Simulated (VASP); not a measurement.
# MoS2 (P6_3/mmc) in VASP: further runs

MoS2 is run at these levels: r2SCAN; tasks: single point.

All numbers are computed with VASP 6.6.1; they aren't measurements. Logs are shortened: lines on timing, memory, paths and dates and some standing lists are left out, and cuts for length are marked.

## (1) The cell of the first run

The structure is hexagonal, space group P6_3/mmc (No. 194). Conventional cell: a = 3.205 Å, b = 3.205 Å, c = 12.374 Å, α = 90.00°, β = 90.00°, γ = 120.00°. Mo (site symmetry -6m2) has 6 S at 2.41 Å within 3.2 Å. S (site symmetry 3m) has 3 Mo at 2.41 Å and 1 S at 3.09 Å within 3.2 Å.

## (2) Single point, r2SCAN (epitaxial xy strain +1.0%)

Contents of POSCAR:

```
MoS2
1.0
    3.2047501286      0.0000000000      0.0000000000
   -1.6023750643      2.7753950241      0.0000000000
    0.0000000000      0.0000000000     12.3737164794
Mo S
2 4
Direct
    0.3333333333      0.6666666667      0.2500000000
    0.6666666667      0.3333333333      0.7500000000
    0.6666666667      0.3333333333      0.3749062020
    0.6666666667      0.3333333333      0.1250937980
    0.3333333333      0.6666666667      0.8749062020
    0.3333333333      0.6666666667      0.6250937980
```

Contents of INCAR.step1:

```
SYSTEM = MoS2
  PREC = Accurate
  ENCUT = 520
  ISMEAR = 0
  SIGMA = 0.01
  LREAL = .FALSE.
  LASPH = .TRUE.
  NELM = 80
  NBANDS = 35
  GGA = PE
  ALGO = Normal
  EDIFF = 1E-4
  LWAVE = .TRUE.
  LCHARG = .FALSE.
```

Contents of INCAR.step2:

```
SYSTEM = MoS2
  PREC = Accurate
  ENCUT = 520
  EDIFF = 1E-6
  ISMEAR = 0
  SIGMA = 0.01
  LREAL = .FALSE.
  LASPH = .TRUE.
  NELM = 80
  ALGO = Normal
  ISIF = 2
  LWAVE = .FALSE.
  LCHARG = .TRUE.
  METAGGA = R2SCAN
  LMIXTAU = .TRUE.
  LELF = .TRUE.
  LVHAR = .TRUE.
  NBANDS = 35
  ISTART = 1
```

Contents of KPOINTS:

```
regular mesh
0
G
  12 12 2
  0 0 0
```

Potentials or basis: VASP PAW PBE potentials, release 64 (Mo_sv, S).

The run is started by

```sh
> cat potpaw_PBE.64/Mo_sv/POTCAR potpaw_PBE.64/S/POTCAR > POTCAR
> cp INCAR.step1 INCAR
> mpirun -np 1 vasp_std > vasp.out
> cp INCAR.step2 INCAR
> mpirun -np 1 vasp_std > vasp.out
```

OUTCAR:

```text
SYSTEM = MoS2
   PREC = Accurate
   ENCUT = 520
   EDIFF = 1E-6
   ISMEAR = 0
   LREAL = .FALSE.
   LASPH = .TRUE.
   NELM = 80
   ISIF = 2
   METAGGA = R2SCAN
   ISTART = 1

 ion  position               nearest neighbor table
   1  0.333  0.667  0.250-   3 2.41   4 2.41   3 2.41   4 2.41   3 2.41   4 2.41
   2  0.667  0.333  0.750-   5 2.41   6 2.41   5 2.41   6 2.41   5 2.41   6 2.41
   3  0.667  0.333  0.375-   1 2.41   1 2.41   1 2.41
   4  0.667  0.333  0.125-   1 2.41   1 2.41   1 2.41
   5  0.333  0.667  0.875-   2 2.41   2 2.41   2 2.41
   6  0.333  0.667  0.625-   2 2.41   2 2.41   2 2.41

  LATTYP: Found a hexagonal cell.
 ALAT       =     3.2047501286
 C/A-ratio  =     3.8610549911

  Lattice vectors:

 A1 = (   3.2047501286,   0.0000000000,   0.0000000000)
 A2 = (  -1.6023750643,   2.7753950241,   0.0000000000)
 A3 = (   0.0000000000,   0.0000000000,  12.3737164794)

Analysis of symmetry for initial positions (statically):
=====================================================================
 Subroutine PRICEL returns:
 Original cell was already a primitive cell.

 Routine SETGRP: Setting up the symmetry group for a
 hexagonal supercell.

 Subroutine GETGRP returns: Found 24 space group operations
 (whereof 12 operations were pure point group operations)
 out of a pool of 24 trial point group operations.

The static configuration has the point symmetry D_3d.
 The point group associated with its full space group is D_6h.

Analysis of symmetry for dynamics (positions and initial velocities):
=====================================================================
 Subroutine PRICEL returns:
 Original cell was already a primitive cell.

 Routine SETGRP: Setting up the symmetry group for a
 hexagonal supercell.

 Subroutine GETGRP returns: Found 24 space group operations
 (whereof 12 operations were pure point group operations)
 out of a pool of 24 trial point group operations.

The dynamic configuration has the point symmetry D_3d.
 The point group associated with its full space group is D_6h.

 Subroutine INISYM returns: Found 24 space group operations
 (whereof 12 operations are pure point group operations),
 and found     1 'primitive' translations

----------------------------------------------------------------------------------------

                                     Primitive cell

  volume of cell :     110.0574

  direct lattice vectors                    reciprocal lattice vectors
     3.204750129  0.000000000  0.000000000     0.312036808  0.180154535  0.000000000
    -1.602375064  2.775395024  0.000000000     0.000000000  0.360309070  0.000000000
     0.000000000  0.000000000 12.373716479     0.000000000  0.000000000  0.080816463

  length of vectors
     3.204750129  3.204750129 12.373716479     0.360309070  0.360309070  0.080816463

  position of ions in fractional coordinates (direct lattice)
     0.333333333  0.666666667  0.250000000
     0.666666667  0.333333333  0.750000000
     0.666666667  0.333333333  0.374906202
     0.666666667  0.333333333  0.125093798
     0.333333333  0.666666667  0.874906202
     0.333333333  0.666666667  0.625093798

  ion indices of the primitive-cell ions
   primitive index   ion index
                 1           1
                 2           2
                 3           3
                 4           4
                 5           5
                 6           6

----------------------------------------------------------------------------------------

 KPOINTS: regular mesh

Automatic generation of k-mesh.
 Grid dimensions read from file:
 generate k-points for:   12   12    2

 Generating k-lattice:

  Cartesian coordinates                     Fractional coordinates (reciprocal lattice)
     0.026003067  0.015012878  0.000000000     0.083333333  0.000000000  0.000000000
     0.000000000  0.030025756  0.000000000     0.000000000  0.083333333  0.000000000
     0.000000000  0.000000000  0.040408231     0.000000000  0.000000000  0.500000000

  Length of vectors
     0.030025756  0.030025756  0.040408231

  Shift w.r.t. Gamma in fractional coordinates (k-lattice)
     0.000000000  0.000000000  0.000000000

 Subroutine IBZKPT returns following result:
 ===========================================

 Found     38 irreducible k-points:

 Following reciprocal coordinates:
            Coordinates               Weight
  0.000000  0.000000  0.000000      1.000000
  0.083333  0.000000  0.000000      6.000000
  0.166667  0.000000  0.000000      6.000000
  0.250000  0.000000  0.000000      6.000000
  0.333333 -0.000000  0.000000      6.000000
  0.416667  0.000000  0.000000      6.000000
[... 16 lines left out ...]
  0.250000  0.000000  0.500000      6.000000
  0.333333 -0.000000  0.500000      6.000000
 [... further k-points ...]
   k-points           NKPTS =     38   k-points in BZ     NKDIM =     38   number of bands    NBANDS=     35
   number of dos      NEDOS =    301   number of ions     NIONS =      6
[... 53 lines left out ...]
   NGX = 11   NGY = 11   NGZ = 47

 number of electron      51.9999999 magnetization

 Free energy of the ion-electron system (eV)
  ---------------------------------------------------
  ext. energy  EPLUGINS =         0.00000000
  ---------------------------------------------------
  free energy    TOTEN  =       -90.05686140 eV

  energy without entropy =      -90.05686140  energy(sigma->0) =      -90.05686140

 E-fermi :   7.3795     XC(G=0): -11.3295

 val. band max:        7.1334865865   @ k =   0.0000   0.0000   0.0000
 cond. band min:       8.0146518263   @ k =   0.3333   0.3333   0.0000
 fundamental gap:      0.8811652398
 Fermi energy:         7.3795071374

 k-point     1 :       0.0000    0.0000    0.0000
  band No.  band energies     occupation
      1     -56.4657      2.00000
      2     -56.4657      2.00000
      3     -29.8640      2.00000
      4     -29.8639      2.00000
      5     -29.6815      2.00000
      6     -29.6815      2.00000
[... 27 lines left out ...]
     34       9.5887      0.00000
     35      12.9459      0.00000

 k-point     2 :       0.0833    0.0000    0.0000
  band No.  band energies     occupation
      1     -56.4631      2.00000
      2     -56.4631      2.00000
      3     -29.8589      2.00000
      4     -29.8588      2.00000
      5     -29.7072      2.00000
      6     -29.7072      2.00000
[... 27 lines left out ...]
     34       9.4797      0.00000
     35      13.4333      0.00000

 k-point     3 :       0.1667    0.0000    0.0000
  band No.  band energies     occupation
      1     -56.4562      2.00000
      2     -56.4562      2.00000
      3     -29.8448      2.00000
      4     -29.8447      2.00000
      5     -29.7770      2.00000
      6     -29.7770      2.00000
[... 27 lines left out ...]
     34       9.9125      0.00000
     35      14.4705      0.00000

 k-point     4 :       0.2500    0.0000    0.0000
  band No.  band energies     occupation
      1     -56.4467      2.00000
      2     -56.4467      2.00000
      3     -29.8710      2.00000
      4     -29.8710      2.00000
      5     -29.8255      2.00000
      6     -29.8254      2.00000
[... 27 lines left out ...]
     34      10.4100      0.00000
     35      14.9678      0.00000

 k-point     5 :       0.3333   -0.0000    0.0000
  band No.  band energies     occupation
      1     -56.4372      2.00000
      2     -56.4372      2.00000
      3     -29.9637      2.00000
      4     -29.9637      2.00000
      5     -29.8061      2.00000
      6     -29.8061      2.00000
[... 638 lines left out ...]
 k-point    22 :       0.1667    0.0000    0.5000
  band No.  band energies     occupation
      1     -56.4562      2.00000
      2     -56.4562      2.00000
      3     -29.8447      2.00000
      4     -29.8447      2.00000
      5     -29.7770      2.00000
      6     -29.7770      2.00000
[... 27 lines left out ...]
     34       9.8600      0.00000
     35      14.5737      0.00000

 k-point    23 :       0.2500    0.0000    0.5000
  band No.  band energies     occupation
      1     -56.4467      2.00000
      2     -56.4467      2.00000
      3     -29.8710      2.00000
      4     -29.8710      2.00000
      5     -29.8255      2.00000
      6     -29.8255      2.00000
[... 27 lines left out ...]
     34      10.3104      0.00000
     35      14.9705      0.00000

 k-point    24 :       0.3333   -0.0000    0.5000
  band No.  band energies     occupation
      1     -56.4372      2.00000
      2     -56.4372      2.00000
      3     -29.9637      2.00000
      4     -29.9637      2.00000
      5     -29.8061      2.00000
      6     -29.8061      2.00000
[... 27 lines left out ...]
     34      10.6438      0.00000
     35      14.2496      0.00000

 [... further k-points ...]

------------------------ aborting loop because EDIFF is reached ----------------------------------------

  FORCE on cell =-STRESS in cart. coord.  units (eV):
  Direction    XX          YY          ZZ          XY          YZ          ZX
  --------------------------------------------------------------------------------------
  -------------------------------------------------------------------------------------
  Total       -1.0520621     -1.0520621      0.7303968     -0.0000000      0.0000000     -0.0000000
  in kB      -15.3155577    -15.3155577     10.6328657     -0.0000000      0.0000000     -0.0000000
  external PRESSURE =      -6.6660832 kB  Pullay stress =       0.0000000 kB

 VOLUME and BASIS-vectors are now :
 -----------------------------------------------------------------------------
  energy-cutoff  :      520.00
  volume of cell :      110.06
      direct lattice vectors                 reciprocal lattice vectors
     3.204750129  0.000000000  0.000000000     0.312036808  0.180154535  0.000000000
    -1.602375064  2.775395024  0.000000000     0.000000000  0.360309070  0.000000000
     0.000000000  0.000000000 12.373716479     0.000000000  0.000000000  0.080816463

 POSITION                                       TOTAL-FORCE (eV/Angst)
 -----------------------------------------------------------------------------------
     -0.00000      1.85026      3.09343        -0.000000      0.000000      0.000000
      1.60238      0.92513      9.28029        -0.000000     -0.000000      0.000000
      1.60238      0.92513      4.63898         0.000000     -0.000000     -0.051116
      1.60238      0.92513      1.54788         0.000000     -0.000000      0.051116
     -0.00000      1.85026     10.82584        -0.000000      0.000000     -0.051116
     -0.00000      1.85026      7.73473        -0.000000      0.000000      0.051116
 -----------------------------------------------------------------------------------
    total drift:                               -0.000000      0.000000     -0.000000

  FREE ENERGIE OF THE ION-ELECTRON SYSTEM (eV)
  ---------------------------------------------------
  free  energy   TOTEN  =       -90.0568614008 eV

  energy  without entropy=      -90.0568614008  energy(sigma->0) =      -90.05686140
```

Run time: 5.2 min. Hardware: 1 thread of Intel Xeon 6975P-C, shared host; peak memory 0.31 GiB.

Results:

| Property | Result |
| --- | --- |
| Free energy | -90.0569 eV |
| Pressure | -0.7 GPa |
| Largest force | 0.051 eV/Å |
| Band gap on the k mesh | 0.88 eV, indirect (least direct gap 1.64 eV) |

Forces in eV/Å, atoms in the order of the input:
```
Mo   0.000  0.000  0.000
Mo   0.000  0.000  0.000
S    0.000  0.000 -0.051
S    0.000  0.000  0.051
S    0.000  0.000 -0.051
S    0.000  0.000  0.051
```

Stress tensor (GPa, compression positive):
```
-1.53  0.00  0.00
 0.00 -1.53  0.00
 0.00  0.00  1.06
```

Levels at points of the mesh, in eV from the valence-band top:
```csv
k point,band 23,band 24,band 25,band 26,band 27,band 28,band 29,band 30
"(0.00, 0.00, 0.00)",-2.46,-1.32,-1.06,0.00,2.09,2.09,2.11,2.11
"(0.50, 0.00, 0.00)",-2.05,-1.88,-1.50,-1.36,1.50,1.55,1.95,2.16
"(0.00, 0.00, 0.50)",-2.48,-2.48,-0.27,-0.27,2.10,2.10,2.10,2.10
"(0.50, 0.00, 0.50)",-1.97,-1.97,-1.42,-1.42,1.52,1.52,2.06,2.06
```

Caveat: the cell differs from its parent crystal (epitaxial xy strain +1.0%); the PAW data sets were made with another functional, which shifts forces and pressure a little.

## (3) Single point, r2SCAN (epitaxial xy strain +2.0%)

Contents of POSCAR:

```
MoS2
1.0
    3.2364803279      0.0000000000      0.0000000000
   -1.6182401640      2.8028741828      0.0000000000
    0.0000000000      0.0000000000     12.3343036794
Mo S
2 4
Direct
    0.3333333333      0.6666666667      0.2500000000
    0.6666666667      0.3333333333      0.7500000000
    0.6666666667      0.3333333333      0.3745234020
    0.6666666667      0.3333333333      0.1254765980
    0.3333333333      0.6666666667      0.8745234020
    0.3333333333      0.6666666667      0.6254765980
```

Contents of INCAR.step1:

```
ALGO = Normal ; EDIFF = 1E-4
ENCUT = 520 ; GGA = PE
ISMEAR = 0 ; LASPH = T
LCHARG = F ; LREAL = F
LWAVE = T ; NBANDS = 35
NELM = 100 ; PREC = Accurate
SIGMA = 0.01
```

Contents of INCAR.step2:

```
ALGO = Normal ; EDIFF = 1E-6
ENCUT = 520 ; ISIF = 2
ISMEAR = 0 ; ISTART = 1
LASPH = T ; LCHARG = F
LMIXTAU = T ; LREAL = F
LWAVE = F ; METAGGA = R2SCAN
NBANDS = 35 ; NELM = 100
PREC = Accurate ; SIGMA = 0.01
```

Contents of KPOINTS:

```
k-points
0
Gamma
  12 12 2
```

Potentials or basis: VASP PAW PBE potentials, release 64 (Mo_sv, S).

The run is started by

```sh
> cat potpaw_PBE.64/Mo_sv/POTCAR potpaw_PBE.64/S/POTCAR > POTCAR
> cp INCAR.step1 INCAR
> mpirun -np 1 vasp_std > vasp.out
> cp INCAR.step2 INCAR
> mpirun -np 1 vasp_std > vasp.out
```

Run time: 5.1 min. Hardware: 1 thread of Intel Xeon 6975P-C, shared host; peak memory 0.31 GiB.

It converged, with:

```yaml
Free_energy: -90.0171 eV
Pressure: -2.4 GPa
Largest_force: 0.051 eV/Å
Band_gap_on_the_k_mesh: 0.69 eV, indirect (least direct gap 1.53 eV)
```

Forces in eV/Å, atoms in the order of the input:
```
Mo   0.000  0.000  0.000
Mo   0.000  0.000  0.000
S    0.000  0.000 -0.051
S    0.000  0.000  0.051
S    0.000  0.000 -0.051
S    0.000  0.000  0.051
```

Stress tensor (GPa, compression positive):
```
-4.16  0.00  0.00
 0.00 -4.16  0.00
 0.00  0.00  1.00
```

Levels at points of the mesh, in eV from the valence-band top:
| k point | band 24 | band 25 | band 26 | band 27 | band 28 | band 29 |
| --- | --- | --- | --- | --- | --- | --- |
| (0.00, 0.00, 0.00) | -1.29 | -1.01 | 0.00 | 1.95 | 1.95 | 1.97 |
| (0.50, 0.00, 0.00) | -2.03 | -1.54 | -1.38 | 1.32 | 1.37 | 1.79 |
| (0.00, 0.00, 0.50) | -2.56 | -0.25 | -0.25 | 1.96 | 1.96 | 1.96 |
| (0.50, 0.00, 0.50) | -2.12 | -1.45 | -1.45 | 1.35 | 1.35 | 1.88 |

Caveat: the cell differs from its parent crystal (epitaxial xy strain +2.0%); the PAW data sets were made with another functional, which shifts forces and pressure a little.

## (4) Single point, r2SCAN (epitaxial xy strain +3.0%)

Contents of POSCAR:

```
MoS2
1.0
    3.2682105272      0.0000000000      0.0000000000
   -1.6341052636      2.8303533414      0.0000000000
    0.0000000000      0.0000000000     12.2860915468
Mo S
2 4
Direct
    0.3333333333      0.6666666667      0.2500000000
    0.6666666667      0.3333333333      0.7500000000
    0.6666666667      0.3333333333      0.3742473743
    0.6666666667      0.3333333333      0.1257526257
    0.3333333333      0.6666666667      0.8742473743
    0.3333333333      0.6666666667      0.6257526257
```

INCAR.step1: that of step 3 with these lines changed.

```diff
@@ -5,3 +5,3 @@
 LWAVE = T ; NBANDS = 35
-NELM = 100 ; PREC = Accurate
+NELM = 80 ; PREC = Accurate
 SIGMA = 0.01
```

Contents of INCAR.step2:

```
ALGO = Normal ; EDIFF = 1E-7
ENCUT = 520 ; ISIF = 2
ISMEAR = 0 ; ISTART = 1
LASPH = T ; LCHARG = F
LMIXTAU = T ; LREAL = F
LWAVE = F ; METAGGA = R2SCAN
NBANDS = 35 ; NELM = 80
PREC = Accurate ; SIGMA = 0.01
```

KPOINTS is that of step 3.

The run is started by

```sh
> cat potpaw_PBE.64/Mo_sv/POTCAR potpaw_PBE.64/S/POTCAR > POTCAR
> cp INCAR.step1 INCAR
> mpirun -np 1 vasp_std > vasp.out
> cp INCAR.step2 INCAR
> mpirun -np 1 vasp_std > vasp.out
```

Wall time 6.8 min (1 thread of Intel Xeon 6975P-C, shared host); peak memory 0.31 GiB.

It converged, with:

```
Free energy            : -89.9413 eV
Pressure               : -4.1 GPa
Largest force          : 0.050 eV/Å
Band gap on the k mesh : 0.51 eV, indirect (least direct gap 1.44 eV)
```

Forces on the atoms (eV/Å):
```
Mo   0.000  0.000  0.000
Mo   0.000  0.000  0.000
S    0.000  0.000 -0.050
S    0.000  0.000  0.050
S    0.000  0.000 -0.050
S    0.000  0.000  0.050
```

Stress tensor (GPa, compression positive):
```
-6.61  0.00  0.00
 0.00 -6.61  0.00
 0.00  0.00  0.99
```

Levels at points of the mesh, in eV from the valence-band top:
```tsv
k point	band 24	band 25	band 26	band 27	band 28	band 29
(0.00, 0.00, 0.00)	-1.23	-0.95	0.00	1.82	1.82	1.84
(0.50, 0.00, 0.00)	-2.17	-1.58	-1.40	1.16	1.21	1.62
(0.00, 0.00, 0.50)	-2.50	-0.23	-0.23	1.83	1.83	1.83
(0.50, 0.00, 0.50)	-2.26	-1.48	-1.48	1.18	1.18	1.70
```

Caveat: the cell differs from its parent crystal (epitaxial xy strain +3.0%); the PAW data sets were made with another functional, which shifts forces and pressure a little. A k mesh can miss the band edges.

## (5) Overview

```csv
cell,gap on the mesh (eV),pressure (GPa),largest force (eV/Å)
"a = 3.205, b = 3.205, c = 12.374 Å, angles 90.0, 90.0, 120.0°, 6 atoms",0.88,-0.7,0.05
"a = 3.236, b = 3.236, c = 12.334 Å, angles 90.0, 90.0, 120.0°, 6 atoms",0.69,-2.4,0.05
"a = 3.268, b = 3.268, c = 12.286 Å, angles 90.0, 90.0, 120.0°, 6 atoms",0.51,-4.1,0.05
```

Alike in all rows: task single point; level r2SCAN; potentials or basis VASP PAW PBE potentials, release 64 (Mo_sv, S); no spin polarisation; k mesh 12 × 12 × 2; cutoff (eV) 520; smearing gaussian 0.01 eV.

Caveats: the PAW data sets were made with another functional, which shifts forces and pressure a little.

Total energies depend on the potentials used, so only differences within one code and one set of settings carry meaning.
